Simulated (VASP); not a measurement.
# HfH2: electric field gradients with LDA

The system is HfH2.

```
Hf H
1.0
    -1.69568    1.69568    2.10139
     1.69568   -1.69568    2.10139
     1.69568    1.69568   -2.10139
Hf H
1 2
Direct
  0.00000 0.00000 0.00000
  0.25000 0.75000 0.50000
  0.75000 0.25000 0.50000
```

This cell differs from its parent crystal: volume scaled by 0.9405.

| Item | Value |
| --- | --- |
| Program | VASP 6.6.1 |
| Task | electric field gradients |
| Functional | LDA |
| Potentials or basis | VASP PAW LDA potentials, release 64 (Hf_pv, H) |
| Cutoff | 520 eV |
| k mesh | 15 × 15 × 15 |
| Occupations | fermi-dirac, width 0.03 eV |
| Spin | no spin polarisation |
| Dipole correction | no |
| Further INCAR settings | ALGO = Normal; EDIFF = 1e-08; NBANDS = 13 |

The pressure is 5.1 GPa and the band gap on the k mesh is zero (band 6 reaches 6.32 eV, above the bottom of band 7 at 5.28 eV).

Stress tensor (GPa, compression positive):
```
5.78 0.00 0.00
0.00 5.78 0.00
0.00 0.00 3.82
```

Levels at points of the mesh, in eV from the Fermi level:
| k point | band 3 | band 4 | band 5 | band 6 | band 7 | band 8 | band 9 | band 10 |
| --- | --- | --- | --- | --- | --- | --- | --- | --- |
| (0.00, 0.00, 0.00) | -30.44 | -11.65 | -1.11 | -0.55 | -0.55 | 0.36 | 1.92 | 3.47 |

Electric field gradients, principal values (V/Å²):
| atom | least | middle | greatest (by size) |
| --- | --- | --- | --- |
| 1 Hf | 14.839 | 14.839 | -29.678 |
| 2 H | 0.169 | 0.171 | -0.340 |
| 3 H | 0.169 | 0.171 | -0.340 |

Run time: 54 s on 1 thread of Intel(R) Xeon(R) Platinum 8375C CPU @ 2.90GHz (Ice Lake) (shared host), peak memory 0.21 GiB.

Caveat: without QUAD_EFG the Cq values of the log hold for a quadrupole moment of 1 mb, not for the nuclei; spin-orbit coupling is left out, which moves the levels of the heavy elements.
